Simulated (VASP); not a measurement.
# GaN (P6_3mc) in VASP: further runs

GaN is run at these levels: r2SCAN; tasks: single point.

All numbers are computed with VASP 6.6.1; they aren't measurements. Logs are shortened: lines on timing, memory, paths and dates and some standing lists are left out, and cuts for length are marked.

**What was measured.**

“Studying electronic properties in GaN without electrical contacts using γ-γ vs e−-γ Perturbed Angular Correlations”, 2019, pmc:6823545 quotes, for a bulk crystal of GaN: band gap 3.503 ± 0.005 eV (direct).

The runs below are set against these values where they give the same quantity.

### 1 The cell of the first run

It takes space group P6_3mc (No. 186, hexagonal). The conventional cell has a = 3.183 Å, b = 3.183 Å, c = 5.184 Å, α = 90.00°, β = 90.00°, γ = 120.00°. Ga (site symmetry 3m) has 4 N at 1.95 Å within 2.6 Å. Within 2.6 Å of N (site symmetry 3m) lie 4 Ga at 1.95 Å.

### 2 Single point, r2SCAN

POSCAR reads:

```
GaN
1.0
    3.1831025598      0.0000000000      0.0000000000
   -1.5915512799      2.7566476796      0.0000000000
    0.0000000000      0.0000000000      5.1835786652
Ga N
2 2
Direct
    0.3333333333      0.6666666667     -0.0008903619
    0.6666666667      0.3333333333      0.4991096381
    0.3333333333      0.6666666667      0.3758903619
    0.6666666667      0.3333333333      0.8758903619
```

INCAR.step1 reads:

```
SYSTEM = GaN
ALGO = Normal
EDIFF = 1E-4
ENCUT = 520
GGA = PE
ISMEAR = 0
LASPH = .True.
LCHARG = .False.
LREAL = .False.
LWAVE = .True.
NBANDS = 26
NELM = 60
PREC = Accurate
SIGMA = 0.01
```

INCAR.step2 reads:

```
SYSTEM = GaN
ALGO = Normal
EDIFF = 1E-7
ENCUT = 520
ISIF = 2
ISMEAR = 0
ISTART = 1
LASPH = .True.
LCHARG = .True.
LELF = .True.
LMIXTAU = .True.
LREAL = .False.
LVHAR = .True.
LWAVE = .False.
METAGGA = R2SCAN
NBANDS = 26
NELM = 60
PREC = Accurate
SIGMA = 0.01
```

KPOINTS reads:

```
k-points
0
Gamma
  8 8 4
  0 0 0
```

Potentials or basis: VASP PAW PBE potentials, release 64 (Ga_d, N).

On the command line:

```sh
cat potpaw_PBE.64/Ga_d/POTCAR potpaw_PBE.64/N/POTCAR > POTCAR
cp INCAR.step1 INCAR
mpirun -np 1 vasp_std > vasp.out
cp INCAR.step2 INCAR
mpirun -np 1 vasp_std > vasp.out
```

OUTCAR:

```text
SYSTEM = GaN
   EDIFF = 1E-7
   ENCUT = 520
   ISIF = 2
   ISMEAR = 0
   ISTART = 1
   LASPH = .True.
   LREAL = .False.
   METAGGA = R2SCAN
   NELM = 60
   PREC = Accurate

 ion  position               nearest neighbor table
   1  0.333  0.667  0.999-   4 1.95   4 1.95   4 1.95   3 1.95
   2  0.667  0.333  0.499-   3 1.95   3 1.95   3 1.95   4 1.95
   3  0.333  0.667  0.376-   2 1.95   2 1.95   2 1.95   1 1.95
   4  0.667  0.333  0.876-   1 1.95   1 1.95   1 1.95   2 1.95

  LATTYP: Found a hexagonal cell.
 ALAT       =     3.1831025598
 C/A-ratio  =     1.6284673735

  Lattice vectors:

 A1 = (   3.1831025598,   0.0000000000,   0.0000000000)
 A2 = (  -1.5915512799,   2.7566476796,   0.0000000000)
 A3 = (   0.0000000000,   0.0000000000,   5.1835786652)

Analysis of symmetry for initial positions (statically):
=====================================================================
 Subroutine PRICEL returns:
 Original cell was already a primitive cell.

 Routine SETGRP: Setting up the symmetry group for a
 hexagonal supercell.

 Subroutine GETGRP returns: Found 12 space group operations
 (whereof  6 operations were pure point group operations)
 out of a pool of 24 trial point group operations.

The static configuration has the point symmetry C_3v.
 The point group associated with its full space group is C_6v.

Analysis of symmetry for dynamics (positions and initial velocities):
=====================================================================
 Subroutine PRICEL returns:
 Original cell was already a primitive cell.

 Routine SETGRP: Setting up the symmetry group for a
 hexagonal supercell.

 Subroutine GETGRP returns: Found 12 space group operations
 (whereof  6 operations were pure point group operations)
 out of a pool of 24 trial point group operations.

The dynamic configuration has the point symmetry C_3v.
 The point group associated with its full space group is C_6v.

 Subroutine INISYM returns: Found 12 space group operations
 (whereof  6 operations are pure point group operations),
 and found     1 'primitive' translations

----------------------------------------------------------------------------------------

                                     Primitive cell

  volume of cell :      45.4843

  direct lattice vectors                    reciprocal lattice vectors
     3.183102560  0.000000000  0.000000000     0.314158900  0.181379726  0.000000000
    -1.591551280  2.756647680  0.000000000     0.000000000  0.362759451  0.000000000
     0.000000000  0.000000000  5.183578665     0.000000000  0.000000000  0.192916914

  length of vectors
     3.183102560  3.183102560  5.183578665     0.362759451  0.362759451  0.192916914

  position of ions in fractional coordinates (direct lattice)
     0.333333333  0.666666667  0.999109638
     0.666666667  0.333333333  0.499109638
     0.333333333  0.666666667  0.375890362
     0.666666667  0.333333333  0.875890362

  ion indices of the primitive-cell ions
   primitive index   ion index
                 1           1
                 2           2
                 3           3
                 4           4

----------------------------------------------------------------------------------------

 KPOINTS: k-points

Automatic generation of k-mesh.
 Grid dimensions read from file:
 generate k-points for:    8    8    4

 Generating k-lattice:

  Cartesian coordinates                     Fractional coordinates (reciprocal lattice)
     0.039269863  0.022672466  0.000000000     0.125000000  0.000000000  0.000000000
     0.000000000  0.045344931  0.000000000     0.000000000  0.125000000  0.000000000
     0.000000000  0.000000000  0.048229229     0.000000000  0.000000000  0.250000000

  Length of vectors
     0.045344931  0.045344931  0.048229229

  Shift w.r.t. Gamma in fractional coordinates (k-lattice)
     0.000000000  0.000000000  0.000000000

 Subroutine IBZKPT returns following result:
 ===========================================

 Found     30 irreducible k-points:

 Following reciprocal coordinates:
            Coordinates               Weight
  0.000000  0.000000  0.000000      1.000000
  0.125000  0.000000  0.000000      6.000000
  0.250000  0.000000  0.000000      6.000000
  0.375000  0.000000  0.000000      6.000000
  0.500000  0.000000  0.000000      3.000000
  0.125000  0.125000  0.000000      6.000000
[... 16 lines left out ...]
  0.250000  0.000000  0.500000      6.000000
  0.375000  0.000000  0.500000      6.000000
 [... further k-points ...]
   k-points           NKPTS =     30   k-points in BZ     NKDIM =     30   number of bands    NBANDS=     26
   number of dos      NEDOS =    301   number of ions     NIONS =      4
   total plane-waves  NPLWV =  23040
   dimension x,y,z NGX =    24 NGY =   24 NGZ =   40
   dimension x,y,z NGXF=    48 NGYF=   48 NGZF=   80
   ions per type =               2   2
   NGX,Y,Z   is equivalent  to a cutoff of  12.53, 12.53, 12.83 a.u.
   NGXF,Y,Z  is equivalent  to a cutoff of  25.07, 25.07, 25.66 a.u.
 SYSTEM =  GaN
   PREC   = accura    normal or accurate (medium, high low for compatibility)
   ISTART =      1    job   : 0-new  1-cont  2-samecut
   ICHARG =      0    charge: 1-file 2-atom 10-const
   ISPIN  =      1    spin polarized calculation?
   LNONCOLLINEAR =      F non collinear calculations
   LSORBIT =      F    spin-orbit coupling
   LASPH  =      T    aspherical Exc in radial PAW
   ENCUT  =  520.0 eV  38.22 Ry    6.18 a.u.   5.92  5.92  9.64*2*pi/ulx,y,z
   NELM   =     60;   NELMIN=  2; NELMDL=  0     # of ELM steps
   EDIFF  = 0.1E-06   stopping-criterion for ELM
   LREAL  =      F    real-space projection
   EDIFFG = 0.1E-05   stopping-criterion for IOM
   NSW    =      0    number of steps for IOM
   IBRION =     -1    ionic relax: 0-MD 1-quasi-New 2-CG
   NFREE  =      0    steps in history (QN), initial steepest desc. (CG)
   ISIF   =      2    stress and relaxation
   ISYM   =      2    0-nonsym 1-usesym 2-fastsym
   POTIM  = 0.5000    time-step for ionic-motion
   TEBEG  =    0.0;   TEEND  =   0.0 temperature during run
   PSTRESS=    0.0 pullay stress
   NELECT =      36.0000    total number of electrons
   NUPDOWN=      -1.0000    fix difference up-down
   EMIN   =  10.00;   EMAX   =-10.00  energy-range for DOS
   EFERMI =   0.00;   METHOD = LEGACY
   ISMEAR =     0;   SIGMA  =   0.01  broadening in eV -4-tet -1-fermi 0-gaus
   EFERMI_NEDOS =   21; number of points for ismear=-14 and -15
   IALGO  =     38    algorithm
   IMIX   =      4    mixing-type and parameters
     AMIX     =   0.40;   BMIX     =  1.00
     AMIX_MAG =   1.60;   BMIX_MAG =  1.00
  volume/ion in A,a.u.               =      11.37        76.74
  Fermi-wavevector in a.u.,A,eV,Ry     =   1.514334  2.861677 31.201000  2.293209
  Thomas-Fermi vector in A             =   2.624006
   LORBIT       =      0    0 simple, 1 ext, 2 COOP (PROOUT), +10 PAW based schemes
   METAGGA = R2SCAN    functional components
   LHFCALC =     F    Hartree Fock is set to
   AEXX    =    0.0000 exact exchange contribution
   IVDW    =     0    specifies the selected vdW correction
   LEPSILON=     F    determine dielectric tensor
   LRPA    =     F    only Hartree local field effects (RPA)
 non-spin polarized calculation
 Gauss-broadening in eV      SIGMA  =   0.01
  energy-cutoff  :      520.00
  volume of cell :       45.48
 maximum number of plane-waves:      1244
 NGX is ok and might be reduce to    24
   NGX = 11   NGY = 11   NGZ = 19

 number of electron      35.9999993 magnetization

 Free energy of the ion-electron system (eV)
  ---------------------------------------------------
  ext. energy  EPLUGINS =         0.00000000
  ---------------------------------------------------
  free energy    TOTEN  =       -43.82044280 eV

  energy without entropy =      -43.82044280  energy(sigma->0) =      -43.82044280

 E-fermi :   5.1679     XC(G=0): -12.6637

 val. band max:        5.1019092710   @ k =   0.0000   0.0000   0.0000
 cond. band min:       7.4456458361   @ k =   0.0000   0.0000   0.0000
 fundamental gap:      2.3437365651
 Fermi energy:         5.1679474997

 k-point     1 :       0.0000    0.0000    0.0000
  band No.  band energies     occupation
      1     -11.7106      2.00000
      2     -10.7041      2.00000
      3      -8.7270      2.00000
      4      -8.7111      2.00000
      5      -8.7111      2.00000
      6      -8.6425      2.00000
[... 18 lines left out ...]
     25      17.5894      0.00000
     26      17.5895      0.00000

 k-point     2 :       0.1250    0.0000    0.0000
  band No.  band energies     occupation
      1     -11.5585      2.00000
      2     -10.6606      2.00000
      3      -8.7096      2.00000
      4      -8.6886      2.00000
      5      -8.6604      2.00000
      6      -8.6213      2.00000
[... 18 lines left out ...]
     25      17.1370      0.00000
     26      17.9334      0.00000

 k-point     3 :       0.2500    0.0000    0.0000
  band No.  band energies     occupation
      1     -11.1917      2.00000
      2     -10.5737      2.00000
      3      -8.6676      2.00000
      4      -8.6471      2.00000
      5      -8.5743      2.00000
      6      -8.5359      2.00000
[... 18 lines left out ...]
     25      17.2879      0.00000
     26      18.6661      0.00000

 k-point     4 :       0.3750    0.0000    0.0000
  band No.  band energies     occupation
      1     -10.8479      2.00000
      2     -10.5151      2.00000
      3      -8.6487      2.00000
      4      -8.6279      2.00000
      5      -8.5272      2.00000
      6      -8.4656      2.00000
[... 18 lines left out ...]
     25      17.7957      0.00000
     26      19.2215      0.00000

 k-point     5 :       0.5000    0.0000    0.0000
  band No.  band energies     occupation
      1     -10.7186      2.00000
      2     -10.5018      2.00000
      3      -8.6495      2.00000
      4      -8.6257      2.00000
      5      -8.5152      2.00000
      6      -8.4676      2.00000
[... 18 lines left out ...]
     25      18.3530      0.00000
     26      19.3316      0.00000

 k-point     6 :       0.1250    0.1250    0.0000
  band No.  band energies     occupation
      1     -11.2983      2.00000
      2     -10.5965      2.00000
      3      -8.6717      2.00000
      4      -8.6627      2.00000
      5      -8.5904      2.00000
      6      -8.5835      2.00000
[... 427 lines left out ...]
 k-point    21 :       0.0000    0.0000    0.5000
  band No.  band energies     occupation
      1     -11.1276      2.00000
      2     -11.1276      2.00000
      3      -8.6862      2.00000
      4      -8.6862      2.00000
      5      -8.6862      2.00000
      6      -8.6862      2.00000
[... 18 lines left out ...]
     25      16.2097      0.00000
     26      16.2097      0.00000

 k-point    22 :       0.1250    0.0000    0.5000
  band No.  band energies     occupation
      1     -11.0259      2.00000
      2     -11.0259      2.00000
      3      -8.6686      2.00000
      4      -8.6686      2.00000
      5      -8.6579      2.00000
      6      -8.6579      2.00000
[... 18 lines left out ...]
     25      16.6370      0.00000
     26      16.6370      0.00000

 k-point    23 :       0.2500    0.0000    0.5000
  band No.  band energies     occupation
      1     -10.8023      2.00000
      2     -10.8023      2.00000
      3      -8.6358      2.00000
      4      -8.6358      2.00000
      5      -8.5936      2.00000
      6      -8.5936      2.00000
[... 18 lines left out ...]
     25      17.4926      0.00000
     26      17.4926      0.00000

 k-point    24 :       0.3750    0.0000    0.5000
  band No.  band energies     occupation
      1     -10.6207      2.00000
      2     -10.6207      2.00000
      3      -8.6376      2.00000
      4      -8.6376      2.00000
      5      -8.5415      2.00000
      6      -8.5415      2.00000
[... 18 lines left out ...]
     25      18.0271      0.00000
     26      18.0271      0.00000

 [... further k-points ...]
[... 5 lines left out ...]
  --------------------------------------------------------------------------------------
  -------------------------------------------------------------------------------------
  Total        0.3221150      0.3221150      0.2820992      0.0000000      0.0000000     -0.0000000
  in kB       11.3464482     11.3464482      9.9368975      0.0000000      0.0000000     -0.0000000
  external PRESSURE =      10.8765980 kB  Pullay stress =       0.0000000 kB

 VOLUME and BASIS-vectors are now :
 -----------------------------------------------------------------------------
  energy-cutoff  :      520.00
  volume of cell :       45.48
      direct lattice vectors                 reciprocal lattice vectors
     3.183102560  0.000000000  0.000000000     0.314158900  0.181379726  0.000000000
    -1.591551280  2.756647680  0.000000000     0.000000000  0.362759451  0.000000000
     0.000000000  0.000000000  5.183578665     0.000000000  0.000000000  0.192916914

 POSITION                                       TOTAL-FORCE (eV/Angst)
 -----------------------------------------------------------------------------------
     -0.00000      1.83777      5.17896         0.000000      0.000000      0.005490
      1.59155      0.91888      2.58717        -0.000000      0.000000      0.005490
     -0.00000      1.83777      1.94846         0.000000     -0.000000     -0.005490
      1.59155      0.91888      4.54025        -0.000000      0.000000     -0.005490
 -----------------------------------------------------------------------------------
    total drift:                                0.000002      0.000004      0.034451

  FREE ENERGIE OF THE ION-ELECTRON SYSTEM (eV)
  ---------------------------------------------------
  free  energy   TOTEN  =       -43.8204428010 eV

  energy  without entropy=      -43.8204428010  energy(sigma->0) =      -43.82044280
```

Wall time 62 s (1 thread of Intel Xeon 6975P-C (Granite Rapids), shared host); peak memory 0.18 GiB.

What came out:

* Free energy: -43.8204 eV
* Pressure: 1.1 GPa
* Largest force: 0.005 eV/Å
* Band gap on the k mesh: 2.34 eV, direct

Forces in eV/Å, atoms in the order of the input:
```
Ga   0.000  0.000  0.005
Ga   0.000  0.000  0.005
N    0.000  0.000 -0.005
N    0.000  0.000 -0.005
```

Levels at points of the mesh, in eV from the valence-band top:
| k point | band 15 | band 16 | band 17 | band 18 | band 19 | band 20 | band 21 | band 22 |
| --- | --- | --- | --- | --- | --- | --- | --- | --- |
| (0.00, 0.00, 0.00) | -1.07 | -0.04 | 0.00 | 0.00 | 2.34 | 4.81 | 9.96 | 10.59 |
| (0.50, 0.00, 0.00) | -4.30 | -2.84 | -2.24 | -1.03 | 5.58 | 6.12 | 6.55 | 9.35 |
| (0.00, 0.00, 0.50) | -0.55 | -0.55 | -0.55 | -0.55 | 4.77 | 4.77 | 9.18 | 9.18 |
| (0.50, 0.00, 0.50) | -2.01 | -2.01 | -1.95 | -1.95 | 4.89 | 4.89 | 8.42 | 8.42 |

Caveat: the PAW data sets were made with another functional, which shifts forces and pressure a little.

[end of part 1 of 2]
